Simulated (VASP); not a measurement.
# LiH in VASP: notebook

LiH is run at these levels: PBE, r2SCAN; tasks: single point.

All numbers are computed with VASP 6.6.1; they aren't measurements. Logs are shortened: lines on timing, memory, paths and dates and some standing lists are left out, and cuts for length are marked.

## (1) The cell of the first run

Symmetry: I4/mmm, No. 139, tetragonal system. The conventional cell has a = 2.787 Å, b = 2.787 Å, c = 4.006 Å, α = 90.00°, β = 90.00°, γ = 90.00°. Li (site symmetry 4/mmm) has 6 H at 1.97 to 2.00 Å within 2.6 Å. H (site symmetry 4/mmm) has 6 Li at 1.97 to 2.00 Å within 2.6 Å.

## (2) Single point, PBE (biaxial xy strain -1.6%)

Input file INCAR:

```
PREC     = Accurate       # precision mode
ENCUT    = 520            # plane-wave cutoff, eV
EDIFF    = 1E-6           # SCF threshold, eV
ISMEAR   = -1             # smearing method
SIGMA    = 0.02           # smearing width, eV
LREAL    = F              # projectors in reciprocal space
LASPH    = T              # aspherical terms in the spheres
NELM     = 60             # most SCF steps
ALGO     = Normal         # electronic algorithm
ISIF     = 2              # what is computed and relaxed
LWAVE    = F              # write WAVECAR
LCHARG   = F              # write CHGCAR
GGA      = PE             # functional
NBANDS   = 9              # bands
```

Input file KPOINTS:

```
Automatic mesh
0
Gamma
  10 10 10
```

Input file POSCAR:

```
LiH
1.0
    0.0000000000      1.9705463247      2.0029948411
    1.9705463247      0.0000000000      2.0029948411
    1.9705463247      1.9705463247      0.0000000000
Li H
1 1
Direct
    0.0000000000      0.0000000000      0.0000000000
    0.5000000000      0.5000000000      0.5000000000
```

Potentials or basis: VASP PAW PBE potentials, release 64 (Li_sv, H).

Launch:

```console
> cat potpaw_PBE.64/Li_sv/POTCAR potpaw_PBE.64/H/POTCAR > POTCAR
> mpirun -np 1 vasp_std > vasp.out
```

OUTCAR:

```text
PREC = Accurate
   ENCUT = 520
   EDIFF = 1E-6
   ISMEAR = -1
   LREAL = F
   LASPH = T
   NELM = 60
   ISIF = 2
   GGA = PE

 ion  position               nearest neighbor table
   1  0.000  0.000  0.000-
   2  0.500  0.500  0.500-

  LATTYP: Found a body centered tetragonal cell.
 ALAT       =     2.7867733377
 C/A-ratio  =     1.4375010798

  Lattice vectors:

 A1 = (  -1.9705463247,   0.0000000000,   2.0029948411)
 A2 = (   1.9705463247,   0.0000000000,   2.0029948411)
 A3 = (   0.0000000000,   1.9705463247,  -2.0029948411)

Analysis of symmetry for initial positions (statically):
=====================================================================
 Subroutine PRICEL returns:
 Original cell was already a primitive cell.

 Routine SETGRP: Setting up the symmetry group for a
 body centered tetragonal supercell.

 Subroutine GETGRP returns: Found 16 space group operations
 (whereof 16 operations were pure point group operations)
 out of a pool of 16 trial point group operations.

The static configuration has the point symmetry D_4h.

Analysis of symmetry for dynamics (positions and initial velocities):
=====================================================================
 Subroutine PRICEL returns:
 Original cell was already a primitive cell.

 Routine SETGRP: Setting up the symmetry group for a
 body centered tetragonal supercell.

 Subroutine GETGRP returns: Found 16 space group operations
 (whereof 16 operations were pure point group operations)
 out of a pool of 16 trial point group operations.

The dynamic configuration has the point symmetry D_4h.

 Subroutine INISYM returns: Found 16 space group operations
 (whereof 16 operations are pure point group operations),
 and found     1 'primitive' translations

----------------------------------------------------------------------------------------

                                     Primitive cell

  volume of cell :      15.5555

  direct lattice vectors                    reciprocal lattice vectors
     0.000000000  1.970546325  2.002994841    -0.253736740  0.253736740  0.249626205
     1.970546325  0.000000000  2.002994841     0.253736740 -0.253736740  0.249626205
     1.970546325  1.970546325  0.000000000     0.253736740  0.253736740 -0.249626205

  length of vectors
     2.809811586  2.809811586  2.786773338     0.437124591  0.437124591  0.437124591

  position of ions in fractional coordinates (direct lattice)
     0.000000000  0.000000000  0.000000000
     0.500000000  0.500000000  0.500000000

  ion indices of the primitive-cell ions
   primitive index   ion index
                 1           1
                 2           2

----------------------------------------------------------------------------------------

 KPOINTS: Automatic mesh

Automatic generation of k-mesh.
 Grid dimensions read from file:
 generate k-points for:   10   10   10

 Generating k-lattice:

  Cartesian coordinates                     Fractional coordinates (reciprocal lattice)
    -0.025373674  0.025373674  0.024962620     0.100000000 -0.000000000  0.000000000
     0.025373674 -0.025373674  0.024962620    -0.000000000  0.100000000  0.000000000
     0.025373674  0.025373674 -0.024962620     0.000000000  0.000000000  0.100000000

  Length of vectors
     0.043712459  0.043712459  0.043712459

  Shift w.r.t. Gamma in fractional coordinates (k-lattice)
     0.000000000  0.000000000  0.000000000

 Subroutine IBZKPT returns following result:
 ===========================================

 Found    102 irreducible k-points:

 Following reciprocal coordinates:
            Coordinates               Weight
  0.000000  0.000000  0.000000      1.000000
  0.100000  0.000000  0.000000      8.000000
  0.200000  0.000000  0.000000      8.000000
  0.300000  0.000000  0.000000      8.000000
  0.400000  0.000000  0.000000      8.000000
  0.500000  0.000000  0.000000      4.000000
[... 16 lines left out ...]
  0.300000  0.300000  0.000000      2.000000
  0.400000  0.300000  0.000000      8.000000
 [... further k-points ...]
   k-points           NKPTS =    102   k-points in BZ     NKDIM =    102   number of bands    NBANDS=      9
   number of dos      NEDOS =    301   number of ions     NIONS =      2
   total plane-waves  NPLWV =  13824
   dimension x,y,z NGX =    24 NGY =   24 NGZ =   24
   dimension x,y,z NGXF=    48 NGYF=   48 NGZF=   48
   ions per type =               1   1
   NGX,Y,Z   is equivalent  to a cutoff of  14.20, 14.20, 14.32 a.u.
   NGXF,Y,Z  is equivalent  to a cutoff of  28.40, 28.40, 28.63 a.u.
 SYSTEM =  unknown system
   PREC   = accura    normal or accurate (medium, high low for compatibility)
   ISTART =      0    job   : 0-new  1-cont  2-samecut
   ICHARG =      2    charge: 1-file 2-atom 10-const
   ISPIN  =      1    spin polarized calculation?
   LNONCOLLINEAR =      F non collinear calculations
   LSORBIT =      F    spin-orbit coupling
   LASPH  =      T    aspherical Exc in radial PAW
   ENCUT  =  520.0 eV  38.22 Ry    6.18 a.u.   5.22  5.22  5.18*2*pi/ulx,y,z
   NELM   =     60;   NELMIN=  2; NELMDL= -5     # of ELM steps
   EDIFF  = 0.1E-05   stopping-criterion for ELM
   LREAL  =      F    real-space projection
   EDIFFG = 0.1E-04   stopping-criterion for IOM
   NSW    =      0    number of steps for IOM
   IBRION =     -1    ionic relax: 0-MD 1-quasi-New 2-CG
   NFREE  =      0    steps in history (QN), initial steepest desc. (CG)
   ISIF   =      2    stress and relaxation
   ISYM   =      2    0-nonsym 1-usesym 2-fastsym
   POTIM  = 0.5000    time-step for ionic-motion
   TEBEG  =    0.0;   TEEND  =   0.0 temperature during run
   PSTRESS=    0.0 pullay stress
   NELECT =       4.0000    total number of electrons
   NUPDOWN=      -1.0000    fix difference up-down
   EMIN   =  10.00;   EMAX   =-10.00  energy-range for DOS
   EFERMI =   0.00;   METHOD = LEGACY
   ISMEAR =    -1;   SIGMA  =   0.02  broadening in eV -4-tet -1-fermi 0-gaus
   EFERMI_NEDOS =   21; number of points for ismear=-14 and -15
   IALGO  =     38    algorithm
   IMIX   =      4    mixing-type and parameters
     AMIX     =   0.40;   BMIX     =  1.00
     AMIX_MAG =   1.60;   BMIX_MAG =  1.00
  volume/ion in A,a.u.               =       7.78        52.49
  Fermi-wavevector in a.u.,A,eV,Ry     =   1.041039  1.967279 14.745488  1.083763
  Thomas-Fermi vector in A             =   2.175642
   LORBIT       =      0    0 simple, 1 ext, 2 COOP (PROOUT), +10 PAW based schemes
   GGA     = PE    functional components
[... 5 lines left out ...]
 non-spin polarized calculation
  energy-cutoff  :      520.00
  volume of cell :       15.56
 maximum number of plane-waves:       431
 NGX is ok and might be reduce to    24
   NGX = 11   NGY = 11   NGZ = 11

 number of electron       3.9999998 magnetization

 Free energy of the ion-electron system (eV)
  ---------------------------------------------------
  ext. energy  EPLUGINS =         0.00000000
  ---------------------------------------------------
  free energy    TOTEN  =        -6.12429456 eV

  energy without entropy =       -6.12429456  energy(sigma->0) =       -6.12429456

 E-fermi :   0.8575     XC(G=0):  -8.6231

 val. band max:        0.2988905382   @ k =   0.5000   0.0000   0.5000
 cond. band min:       3.0602884070   @ k =   0.5000   0.5000   0.0000
 fundamental gap:      2.7613978688
 Fermi energy:         0.8575443522

 k-point     1 :       0.0000    0.0000    0.0000
  band No.  band energies     occupation
      1     -44.0047      2.00000
      2      -5.3093      2.00000
      3      16.7921      0.00000
      4      18.4586      0.00000
      5      18.4586      0.00000
      6      18.5988      0.00000
      7      23.2234      0.00000
      8      23.3185      0.00000
      9      23.3185      0.00000

 k-point     2 :       0.1000    0.0000    0.0000
  band No.  band energies     occupation
      1     -43.9997      2.00000
      2      -5.1306      2.00000
      3      15.2236      0.00000
      4      17.5202      0.00000
      5      18.0900      0.00000
      6      18.1179      0.00000
      7      22.7115      0.00000
      8      24.1361      0.00000
      9      24.1661      0.00000

 k-point     3 :       0.2000    0.0000    0.0000
  band No.  band energies     occupation
      1     -43.9864      2.00000
      2      -4.6075      2.00000
      3      11.8545      0.00000
      4      16.2275      0.00000
      5      17.4239      0.00000
      6      17.4983      0.00000
      7      23.4804      0.00000
      8      23.7920      0.00000
      9      24.2207      0.00000

 k-point     4 :       0.3000    0.0000    0.0000
  band No.  band energies     occupation
      1     -43.9701      2.00000
      2      -3.8024      2.00000
      3       8.6298      0.00000
      4      15.1491      0.00000
      5      16.9890      0.00000
      6      17.1596      0.00000
      7      21.5755      0.00000
      8      22.0815      0.00000
      9      25.2085      0.00000

 k-point     5 :       0.4000    0.0000    0.0000
  band No.  band energies     occupation
      1     -43.9569      2.00000
      2      -2.9173      2.00000
      3       6.2221      0.00000
      4      14.4441      0.00000
      5      16.8924      0.00000
      6      17.1496      0.00000
      7      20.0747      0.00000
      8      20.4995      0.00000
      9      27.0991      0.00000

 k-point     6 :       0.5000    0.0000    0.0000
  band No.  band energies     occupation
      1     -43.9518      2.00000
      2      -2.4736      2.00000
      3       5.2631      0.00000
      4      14.2008      0.00000
      5      16.9377      0.00000
      6      17.2405      0.00000
      7      19.4896      0.00000
      8      19.8705      0.00000
      9      28.2087      0.00000
[... 169 lines left out ...]
 k-point    21 :      -0.3000    0.2000    0.0000
  band No.  band energies     occupation
      1     -43.9521      2.00000
      2      -2.5021      2.00000
      3       7.1154      0.00000
      4       9.5920      0.00000
      5      16.0968      0.00000
      6      16.4698      0.00000
      7      23.3309      0.00000
      8      26.4530      0.00000
      9      27.0767      0.00000

 k-point    22 :      -0.2000    0.2000    0.0000
  band No.  band energies     occupation
      1     -43.9643      2.00000
      2      -3.4526      2.00000
      3       9.8490      0.00000
      4      10.0923      0.00000
      5      16.7088      0.00000
      6      17.8256      0.00000
      7      22.5070      0.00000
      8      24.7063      0.00000
      9      26.4128      0.00000

 k-point    23 :       0.3000    0.3000    0.0000
  band No.  band energies     occupation
      1     -43.9607      2.00000
      2      -3.0804      2.00000
      3       8.7780      0.00000
      4      12.8473      0.00000
      5      12.8473      0.00000
      6      16.1162      0.00000
      7      18.1947      0.00000
      8      29.3660      0.00000
      9      32.1651      0.00000

 k-point    24 :       0.4000    0.3000    0.0000
  band No.  band energies     occupation
      1     -43.9506      2.00000
      2      -2.1820      2.00000
      3       6.8688      0.00000
      4      11.0006      0.00000
      5      12.4134      0.00000
      6      16.9401      0.00000
      7      18.3597      0.00000
      8      30.4087      0.00000
      9      31.1446      0.00000

 [... further k-points ...]

------------------------ aborting loop because EDIFF is reached ----------------------------------------

  FORCE on cell =-STRESS in cart. coord.  units (eV):
  Direction    XX          YY          ZZ          XY          YZ          ZX
  --------------------------------------------------------------------------------------
  -------------------------------------------------------------------------------------
  Total        0.1414423      0.1414423      0.0175759      0.0000000      0.0000000     -0.0000000
  in kB       14.5682248     14.5682248      1.8102771      0.0000000      0.0000000     -0.0000000
  external PRESSURE =      10.3155756 kB  Pullay stress =       0.0000000 kB

 VOLUME and BASIS-vectors are now :
 -----------------------------------------------------------------------------
  energy-cutoff  :      520.00
  volume of cell :       15.56
      direct lattice vectors                 reciprocal lattice vectors
     0.000000000  1.970546325  2.002994841    -0.253736740  0.253736740  0.249626205
     1.970546325  0.000000000  2.002994841     0.253736740 -0.253736740  0.249626205
     1.970546325  1.970546325  0.000000000     0.253736740  0.253736740 -0.249626205

 POSITION                                       TOTAL-FORCE (eV/Angst)
 -----------------------------------------------------------------------------------
      0.00000      0.00000      0.00000         0.000000     -0.000000      0.000000
      1.97055      1.97055      2.00299        -0.000000      0.000000     -0.000000
 -----------------------------------------------------------------------------------
    total drift:                                0.000000     -0.000000     -0.000000

  FREE ENERGIE OF THE ION-ELECTRON SYSTEM (eV)
  ---------------------------------------------------
  free  energy   TOTEN  =        -6.1242945611 eV

  energy  without entropy=       -6.1242945611  energy(sigma->0) =       -6.12429456
```

Run time: 10 s. Hardware: 1 thread of Intel Xeon 6975P-C (Granite Rapids), shared host; peak memory 0.13 GiB.

Results:

* Free energy: -6.1243 eV
* Band gap on the k mesh: 2.76 eV (least direct gap 2.89 eV)

Levels at points of the mesh, in eV from the valence-band top:
```tsv
k point	band 1	band 2	band 3	band 4	band 5
(0.00, 0.00, 0.00)	-44.30	-5.61	16.49	18.16	18.16
(0.50, 0.00, 0.00)	-44.25	-2.77	4.96	13.90	16.64
(0.50, 0.50, 0.00)	-44.24	-0.13	2.76	11.12	11.12
(0.50, 0.00, 0.50)	-44.23	0.00	2.99	10.78	10.93
```

Caveat: the cell differs from its parent crystal (biaxial xy strain -1.6%); the cutoff is under 1.25 times the usual one of these potentials, so pressure, stress and relaxed cells hold a basis-set (Pulay) error. A k mesh can miss the band edges.

[end of part 1 of 2]
